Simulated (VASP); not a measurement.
**LaCuTe2: single point with r2SCAN**

The system is LaCuTe2.

```
Cu La Te
1.0
     2.23787    1.29204    6.74954
    -2.23787    1.29204    6.74954
     0.00000   -2.58407    6.74954
Cu La Te
1 1 2
Direct
  0.00000 0.00000 0.00000
  0.50000 0.50000 0.50000
  0.26089 0.26089 0.26089
  0.73911 0.73911 0.73911
```

```json
{
  "Program": "VASP 6.6.1",
  "Task": "single point",
  "Functional": "r2SCAN",
  "Potentials or basis": "VASP PAW PBE potentials, release 64 (Cu, La, Te)",
  "Cutoff": "520 eV",
  "k mesh": "6 × 6 × 6",
  "Occupations": "gaussian, width 0.01 eV",
  "Spin": "no spin polarisation",
  "Dipole correction": "no",
  "Further INCAR settings": "ALGO = Normal; EDIFF = 1e-07; NBANDS = 25"
}
```

```yaml
Pressure: 0.0 GPa
Largest_force: 0.008 eV/Å
Band_gap_on_the_k_mesh: 1.02 eV (least direct gap 1.46 eV)
```

Forces on the atoms (eV/Å):
```
Cu   0.000  0.000  0.000
La   0.000  0.000  0.000
Te   0.000  0.000 -0.008
Te   0.000  0.000  0.008
```

Levels at points of the mesh, in eV from the valence-band top:
```
           k point  band 13  band 14  band 15  band 16  band 17  band 18  band 19  band 20  band 21  band 22
(0.00, 0.00, 0.00)    -0.83    -0.83    -0.81    -0.81    -0.23     2.12     2.20     2.20     2.27     2.51
(0.50, 0.00, 0.00)    -1.41    -1.39    -1.36    -0.26    -0.04     1.66     2.40     2.43     2.47     2.49
(0.50, 0.50, 0.00)    -1.40    -1.36    -1.36    -0.66    -0.44     1.02     1.96     2.29     2.41     2.53
(0.50, 0.50, 0.50)    -1.46    -1.46    -1.29    -0.02    -0.02     1.88     2.14     2.14     2.30     2.53
```

Run time: 12 min on 1 thread of Intel(R) Xeon(R) 6975P-C (Granite Rapids) (shared host), peak memory 0.49 GiB.

Caveat: the PAW data sets were made with another functional, which shifts forces and pressure a little; spin-orbit coupling is left out, which moves the levels of the heavy elements. A k mesh can miss the band edges.
